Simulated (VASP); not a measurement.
# SiO2 (I-42d) in VASP: notebook

Runs on SiO2. Level: LDA. Tasks: single point.

Program: VASP 6.6.1. These are calculated values, not measurements. Logs are shortened: lines on timing, memory, paths and dates and some standing lists are left out, and cuts for length are marked.

### 1 The cell of the first run

Symmetry: I-42d, No. 122, tetragonal system. Conventional cell: a = 5.003 Å, b = 5.003 Å, c = 7.223 Å, α = 90.00°, β = 90.00°, γ = 90.00°. Within 2.2 Å of Si (site symmetry -4) lie 4 O at 1.62 Å. Within 2.2 Å of O (site symmetry 2) lie 2 Si at 1.62 Å.

### 2 Single point, LDA (biaxial strain in the a-b plane: +1.5 %)

Contents of INCAR:

```
ALGO = Normal ; EDIFF = 1E-6
ENCUT = 520 ; ISIF = 2
ISMEAR = 0 ; LASPH = T
LCHARG = F ; LREAL = F
LWAVE = F ; NBANDS = 44
NELM = 60 ; PREC = Accurate
SIGMA = 0.02
```

Contents of KPOINTS:

```
k-points
0
Gamma
  6 6 4
```

Contents of POSCAR:

```
SiO2
1.0
    5.0028200561      0.0000000000      0.0000000000
    0.0000000000      5.0028200561      0.0000000000
    0.0000000000      0.0000000000      7.2232068237
Si O
4 8
Direct
    0.0000000000      0.0000000000      0.0000000000
    0.0000000000      0.5000000000      0.2500000000
    0.5000000000      0.5000000000      0.5000000000
    0.5000000000      0.0000000000      0.7500000000
    0.0985467527      0.2500000000      0.1250000000
    0.2500000000      0.5985467527      0.3750000000
    0.7500000000      0.4014532473      0.3750000000
    0.9014532473      0.7500000000      0.1250000000
    0.5985467527      0.7500000000      0.6250000000
    0.7500000000      0.0985467527      0.8750000000
    0.2500000000      0.9014532473      0.8750000000
    0.4014532473      0.2500000000      0.6250000000
```

Potentials or basis: VASP PAW LDA potentials, release 64 (Si, O).

Started as:

```console
cat potpaw_LDA.64/Si/POTCAR potpaw_LDA.64/O/POTCAR > POTCAR
mpirun -np 1 vasp_std > vasp.out
```

OUTCAR:

```text
EDIFF = 1E-6
   ENCUT = 520
   ISIF = 2
   ISMEAR = 0
   LASPH = T
   LREAL = F
   NELM = 60
   PREC = Accurate

 ion  position               nearest neighbor table
   1  0.000  0.000  0.000-   5 1.62   8 1.62  10 1.62  11 1.62   2 3.09   4 3.09   2 3.09   4 3.09

   2  0.000  0.500  0.250-   5 1.62   6 1.62   7 1.62   8 1.62   1 3.09   3 3.09   1 3.09   3 3.09

   3  0.500  0.500  0.500-   6 1.62   7 1.62   9 1.62  12 1.62   2 3.09   4 3.09   4 3.09   2 3.09

   4  0.500  0.000  0.750-   9 1.62  10 1.62  11 1.62  12 1.62   1 3.09   3 3.09   3 3.09   1 3.09

   5  0.099  0.250  0.125-   1 1.62   2 1.62
   6  0.250  0.599  0.375-   2 1.62   3 1.62
   7  0.750  0.401  0.375-   2 1.62   3 1.62
   8  0.901  0.750  0.125-   1 1.62   2 1.62
   9  0.599  0.750  0.625-   3 1.62   4 1.62
  10  0.750  0.099  0.875-   1 1.62   4 1.62
  11  0.250  0.901  0.875-   1 1.62   4 1.62
  12  0.401  0.250  0.625-   3 1.62   4 1.62

  LATTYP: Found a simple tetragonal cell.
 ALAT       =     5.0028200561
 C/A-ratio  =     1.4438270301

  Lattice vectors:

 A1 = (   5.0028200561,   0.0000000000,   0.0000000000)
 A2 = (   0.0000000000,   5.0028200561,   0.0000000000)
 A3 = (   0.0000000000,   0.0000000000,   7.2232068237)

Analysis of symmetry for initial positions (statically):
=====================================================================
 Subroutine PRICEL returns following result:

  LATTYP: Found a body centered tetragonal cell.
 ALAT       =     5.0028200561
 C/A-ratio  =     1.4438270301

  Lattice vectors:

 A1 = (   2.5014100281,  -2.5014100281,  -3.6116034119)
 A2 = (  -2.5014100281,   2.5014100281,  -3.6116034118)
 A3 = (   2.5014100281,   2.5014100281,   3.6116034118)

   2 primitive cells build up your supercell.

 Routine SETGRP: Setting up the symmetry group for a
 simple tetragonal supercell.

 Subroutine GETGRP returns: Found  8 space group operations
 (whereof  4 operations were pure point group operations)
 out of a pool of 16 trial point group operations.

The static configuration has the point symmetry S_4 .
 The point group associated with its full space group is D_2d.

Analysis of symmetry for dynamics (positions and initial velocities):
=====================================================================
 Subroutine PRICEL returns following result:

  LATTYP: Found a body centered tetragonal cell.
 ALAT       =     5.0028200561
 C/A-ratio  =     1.4438270301

  Lattice vectors:

 A1 = (   2.5014100281,  -2.5014100281,  -3.6116034119)
 A2 = (  -2.5014100281,   2.5014100281,  -3.6116034118)
 A3 = (   2.5014100281,   2.5014100281,   3.6116034118)

   2 primitive cells build up your supercell.

 Routine SETGRP: Setting up the symmetry group for a
 simple tetragonal supercell.

 Subroutine GETGRP returns: Found  8 space group operations
 (whereof  4 operations were pure point group operations)
 out of a pool of 16 trial point group operations.

The dynamic configuration has the point symmetry S_4 .
 The point group associated with its full space group is D_2d.

 Subroutine INISYM returns: Found  8 space group operations
 (whereof  4 operations are pure point group operations),
 and found     2 'primitive' translations

----------------------------------------------------------------------------------------

                                     Primitive cell

  volume of cell :      90.3920

  direct lattice vectors                    reciprocal lattice vectors
     2.501410028 -2.501410028 -3.611603412     0.199887261  0.000000000 -0.138442665
    -2.501410028  2.501410028 -3.611603412    -0.000000000  0.199887261 -0.138442665
     2.501410028  2.501410028  3.611603412     0.199887261  0.199887261  0.000000000

  length of vectors
     5.055470647  5.055470647  5.055470647     0.243148697  0.243148697  0.282683276

  position of ions in fractional coordinates (direct lattice)
     0.000000000  0.000000000  0.000000000
     0.750000000  0.250000000  0.500000000
     0.973546753  0.125000000  0.348546753
     0.875000000  0.223546753  0.848546753
     0.375000000  0.026453247  0.151453247
     0.776453247  0.625000000  0.651453247

  ion indices of the primitive-cell ions
   primitive index   ion index
                 1           1
                 2           2
                 3           5
                 4          10
                 5          11
                 6           8

----------------------------------------------------------------------------------------

 KPOINTS: k-points

Automatic generation of k-mesh.
 Grid dimensions read from file:
 generate k-points for:    6    6    4

 Generating k-lattice:

  Cartesian coordinates                     Fractional coordinates (reciprocal lattice)
     0.033314544  0.000000000  0.000000000     0.166666667  0.000000000  0.000000000
     0.000000000  0.033314544  0.000000000     0.000000000  0.166666667  0.000000000
     0.000000000  0.000000000  0.034610666     0.000000000  0.000000000  0.250000000

  Length of vectors
     0.033314544  0.033314544  0.034610666

  Shift w.r.t. Gamma in fractional coordinates (k-lattice)
     0.000000000  0.000000000  0.000000000

 Subroutine IBZKPT returns following result:
 ===========================================

 Found     30 irreducible k-points:

 Following reciprocal coordinates:
            Coordinates               Weight
  0.000000  0.000000  0.000000      1.000000
  0.166667  0.000000  0.000000      4.000000
  0.333333  0.000000  0.000000      4.000000
  0.500000  0.000000  0.000000      2.000000
  0.166667  0.166667  0.000000      4.000000
  0.333333  0.166667  0.000000      8.000000
[... 16 lines left out ...]
  0.333333  0.000000  0.500000      4.000000
  0.500000  0.000000  0.500000      2.000000
 [... further k-points ...]
   k-points           NKPTS =     30   k-points in BZ     NKDIM =     30   number of bands    NBANDS=     44
   number of dos      NEDOS =    301   number of ions     NIONS =     12
   total plane-waves  NPLWV =  86400
   dimension x,y,z NGX =    40 NGY =   40 NGZ =   54
   dimension x,y,z NGXF=    80 NGYF=   80 NGZF=  108
   ions per type =               4   8
   NGX,Y,Z   is equivalent  to a cutoff of  13.29, 13.29, 12.43 a.u.
   NGXF,Y,Z  is equivalent  to a cutoff of  26.58, 26.58, 24.86 a.u.
 SYSTEM =  unknown system
   PREC   = accura    normal or accurate (medium, high low for compatibility)
   ISTART =      0    job   : 0-new  1-cont  2-samecut
   ICHARG =      2    charge: 1-file 2-atom 10-const
   ISPIN  =      1    spin polarized calculation?
   LNONCOLLINEAR =      F non collinear calculations
   LSORBIT =      F    spin-orbit coupling
   LASPH  =      T    aspherical Exc in radial PAW
   ENCUT  =  520.0 eV  38.22 Ry    6.18 a.u.   9.30  9.30 13.43*2*pi/ulx,y,z
   NELM   =     60;   NELMIN=  2; NELMDL= -5     # of ELM steps
   EDIFF  = 0.1E-05   stopping-criterion for ELM
   LREAL  =      F    real-space projection
   EDIFFG = 0.1E-04   stopping-criterion for IOM
   NSW    =      0    number of steps for IOM
   IBRION =     -1    ionic relax: 0-MD 1-quasi-New 2-CG
   NFREE  =      0    steps in history (QN), initial steepest desc. (CG)
   ISIF   =      2    stress and relaxation
   ISYM   =      2    0-nonsym 1-usesym 2-fastsym
   POTIM  = 0.5000    time-step for ionic-motion
   TEBEG  =    0.0;   TEEND  =   0.0 temperature during run
   PSTRESS=    0.0 pullay stress
   NELECT =      64.0000    total number of electrons
   NUPDOWN=      -1.0000    fix difference up-down
   EMIN   =  10.00;   EMAX   =-10.00  energy-range for DOS
   EFERMI =   0.00;   METHOD = LEGACY
   ISMEAR =     0;   SIGMA  =   0.02  broadening in eV -4-tet -1-fermi 0-gaus
   EFERMI_NEDOS =   21; number of points for ismear=-14 and -15
   IALGO  =     38    algorithm
   IMIX   =      4    mixing-type and parameters
     AMIX     =   0.40;   BMIX     =  1.00
     AMIX_MAG =   1.60;   BMIX_MAG =  1.00
  volume/ion in A,a.u.               =      15.07       101.67
  Fermi-wavevector in a.u.,A,eV,Ry     =   1.158106  2.188503 18.248255  1.341209
  Thomas-Fermi vector in A             =   2.294711
   LORBIT       =      0    0 simple, 1 ext, 2 COOP (PROOUT), +10 PAW based schemes
   GGA     = CA    functional components
   LHFCALC =     F    Hartree Fock is set to
   AEXX    =    0.0000 exact exchange contribution
   IVDW    =     0    specifies the selected vdW correction
   LEPSILON=     F    determine dielectric tensor
   LRPA    =     F    only Hartree local field effects (RPA)
 non-spin polarized calculation
 Gauss-broadening in eV      SIGMA  =   0.02
  energy-cutoff  :      520.00
  volume of cell :      180.78
 maximum number of plane-waves:      4892
 NGX is ok and might be reduce to    40
   NGX = 19   NGY = 19   NGZ = 27

 number of electron      64.0000046 magnetization

 Free energy of the ion-electron system (eV)
  ---------------------------------------------------
  ext. energy  EPLUGINS =         0.00000000
  ---------------------------------------------------
  free energy    TOTEN  =      -103.71823530 eV

  energy without entropy =     -103.71823530  energy(sigma->0) =     -103.71823530

 E-fermi :  -0.6432     XC(G=0):  -8.7163

 val. band max:       -0.7453505424   @ k =   0.0000   0.0000   0.0000
 cond. band min:       4.9137044767   @ k =   0.0000   0.0000   0.0000
 fundamental gap:      5.6590550191
 Fermi energy:        -0.6432143833

 k-point     1 :       0.0000    0.0000    0.0000
  band No.  band energies     occupation
      1     -19.6438      2.00000
      2     -18.6910      2.00000
      3     -18.6910      2.00000
      4     -17.5761      2.00000
      5     -17.5761      2.00000
      6     -17.5366      2.00000
[... 36 lines left out ...]
     43      10.5428      0.00000
     44      10.9156      0.00000

 k-point     2 :       0.1667    0.0000    0.0000
  band No.  band energies     occupation
      1     -19.5874      2.00000
      2     -18.7637      2.00000
      3     -18.6257      2.00000
      4     -17.6299      2.00000
      5     -17.5744      2.00000
      6     -17.5636      2.00000
[... 1026 lines left out ...]
 k-point    24 :       0.5000    0.0000    0.5000
  band No.  band energies     occupation
      1     -19.1945      2.00000
      2     -19.1945      2.00000
      3     -18.1888      2.00000
      4     -18.1888      2.00000
      5     -17.5558      2.00000
      6     -17.5558      2.00000
[... 36 lines left out ...]
     43      10.5082      0.00000
     44      10.5305      0.00000

 [... further k-points ...]
[... 5 lines left out ...]
  --------------------------------------------------------------------------------------
  -------------------------------------------------------------------------------------
  Total       -3.7548510     -3.7548510     -2.2619891      0.0000000      0.0000000      0.0000000
  in kB      -33.2769468    -33.2769468    -20.0466257      0.0000000      0.0000000      0.0000000
  external PRESSURE =     -28.8668398 kB  Pullay stress =       0.0000000 kB

 VOLUME and BASIS-vectors are now :
 -----------------------------------------------------------------------------
  energy-cutoff  :      520.00
  volume of cell :      180.78
      direct lattice vectors                 reciprocal lattice vectors
     5.002820056  0.000000000  0.000000000     0.199887261  0.000000000  0.000000000
     0.000000000  5.002820056  0.000000000     0.000000000  0.199887261  0.000000000
     0.000000000  0.000000000  7.223206824     0.000000000  0.000000000  0.138442665

 POSITION                                       TOTAL-FORCE (eV/Angst)
 -----------------------------------------------------------------------------------
      0.00000      0.00000      0.00000         0.000000      0.000000     -0.000000
      0.00000      2.50141      1.80580         0.000000      0.000000     -0.000000
      2.50141      2.50141      3.61160         0.000000      0.000000     -0.000000
      2.50141      0.00000      5.41741         0.000000      0.000000     -0.000000
      0.49301      1.25071      0.90290        -0.226117      0.000000      0.000000
      1.25071      2.99442      2.70870         0.000000     -0.226117     -0.000000
      3.75212      2.00840      2.70870         0.000000      0.226117      0.000000
      4.50981      3.75212      0.90290         0.226117      0.000000     -0.000000
      2.99442      3.75212      4.51450        -0.226117      0.000000      0.000000
      3.75212      0.49301      6.32031         0.000000     -0.226117      0.000000
      1.25071      4.50981      6.32031         0.000000      0.226117     -0.000000
      2.00840      1.25071      4.51450         0.226117      0.000000     -0.000000
 -----------------------------------------------------------------------------------
    total drift:                                0.000000      0.000000      0.000000

  FREE ENERGIE OF THE ION-ELECTRON SYSTEM (eV)
  ---------------------------------------------------
  free  energy   TOTEN  =      -103.7182352987 eV

  energy  without entropy=     -103.7182352987  energy(sigma->0) =     -103.71823530
```

It took 2.2 min on 1 thread of Intel Xeon 6975P-C (Granite Rapids), shared host; peak memory 0.31 GiB.

What came out:

| Property | Result |
| --- | --- |
| Free energy | -103.7182 eV |
| Pressure | -2.9 GPa |
| Largest force | 0.226 eV/Å |
| Band gap on the k mesh | 5.66 eV |

Forces on the atoms (eV/Å):
```
Si   0.000  0.000  0.000
Si   0.000  0.000  0.000
Si   0.000  0.000  0.000
Si   0.000  0.000  0.000
O   -0.226  0.000  0.000
O    0.000 -0.226  0.000
O    0.000  0.226  0.000
O    0.226  0.000  0.000
O   -0.226  0.000  0.000
O    0.000 -0.226  0.000
O    0.000  0.226  0.000
O    0.226  0.000  0.000
```

Caveat: the cell differs from its parent crystal (biaxial strain in the a-b plane: +1.5 %). A k mesh can miss the band edges.

(Continued in part 2 of 2.)
